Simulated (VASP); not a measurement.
**CuOs2: single point with PBE**

The system is CuOs2.

```
CELL_PARAMETERS angstrom
3.72731 0.00000 0.00000
0.00000 3.72731 0.00000
0.00000 0.00000 6.25807
ATOMIC_POSITIONS crystal
Cu 0.00000 0.50000 0.69013
Cu 0.50000 0.00000 0.30987
Os 0.00000 0.00000 0.00000
Os 0.50000 0.50000 0.00000
Os 0.00000 0.50000 0.29784
Os 0.50000 0.00000 0.70216
```

```json
{"Program": "VASP 6.6.1", "Task": "single point", "Functional": "PBE", "Potentials or basis": "VASP PAW PBE potentials, release 64 (Cu, Os)", "Cutoff": "600 eV", "k mesh": "10 × 10 × 6", "Occupations": "gaussian, width 0.1 eV", "Spin": "no spin polarisation", "Dipole correction": "no", "Further INCAR settings": "ALGO = Normal; EDIFF = 1e-06; NBANDS = 36"}
```

| Item | Value |
| --- | --- |
| Pressure | 0.2 GPa |
| Largest force | 0.031 eV/Å |
| Band gap on the k mesh | zero (bands 27 and 28 overlap by 1.77 eV) |

Forces on the atoms (eV/Å):
```
Cu   0.000  0.000 -0.031
Cu   0.000  0.000  0.031
Os   0.000  0.000  0.000
Os   0.000  0.000  0.000
Os   0.000  0.000 -0.029
Os   0.000  0.000  0.029
```

Levels at points of the mesh, in eV from the Fermi level:
```tsv
k point	band 25	band 26	band 27	band 28	band 29	band 30
(0.00, 0.00, 0.00)	0.30	0.43	1.06	1.06	1.24	1.24
(0.50, 0.00, 0.00)	-0.98	-0.98	-0.66	-0.66	-0.50	-0.50
(0.50, 0.50, 0.00)	-0.14	-0.14	0.32	0.32	0.82	0.82
(0.00, 0.00, 0.50)	0.00	0.22	0.52	0.68	0.68	1.55
(0.50, 0.00, 0.50)	-0.90	-0.90	-0.61	-0.61	0.29	0.29
(0.50, 0.50, 0.50)	-0.78	-0.78	0.32	0.32	0.69	0.69
```

Run time: 3.4 min on 1 thread of Intel(R) Xeon(R) 6975P-C (Granite Rapids) (shared host), peak memory 0.39 GiB.

Caveat: spin-orbit coupling is left out, which moves the levels of the heavy elements.
